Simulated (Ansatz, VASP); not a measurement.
One calculation of NiO, two programs

```
Ni O
1.0
    -2.08238   -2.08238    4.18307
    -4.18307   -2.08238    2.08238
    -2.08238   -4.18307    2.08238
Ni O
2 2
Direct
  0.00000 0.00000 0.00000
  0.50000 0.50000 0.50000
  0.25000 0.25000 0.25000
  0.75000 0.75000 0.75000
```

Alike in both runs: task single point; functional PBE; k mesh 10 × 10 × 10; occupations gaussian, width 0.05 eV; collinear spin.

|  | VASP | Ansatz |
| --- | --- | --- |
| version | VASP 6.6.1 | Ansatz 0.2.0 |
| potentials or method | VASP PAW PBE potentials, release 64 (Ni, O), cutoff 520 eV | scalar-relativistic, plane waves, PAW |
| valence electrons in the cell | 32 | 48 |

```csv
,VASP,Ansatz,Ansatz less VASP
gap on the k mesh at the Fermi level (eV),0.93,0.96,+0.028
least direct gap on the mesh (eV),1.14,1.16,+0.015
pressure (GPa),-0.3,0.0,+0.28
net moment per atom (μB),0.00,0.00,0.000
size of the moment on the site where the two differ most (μB),1.35,1.37,+0.021
```

Site moments also hang on the region over which each program counts them. VASP's potentials hold 32 valence electrons a cell and Ansatz's 48, so a difference there can come from the potentials and not from the codes. Ansatz's warnings: stability check not made.
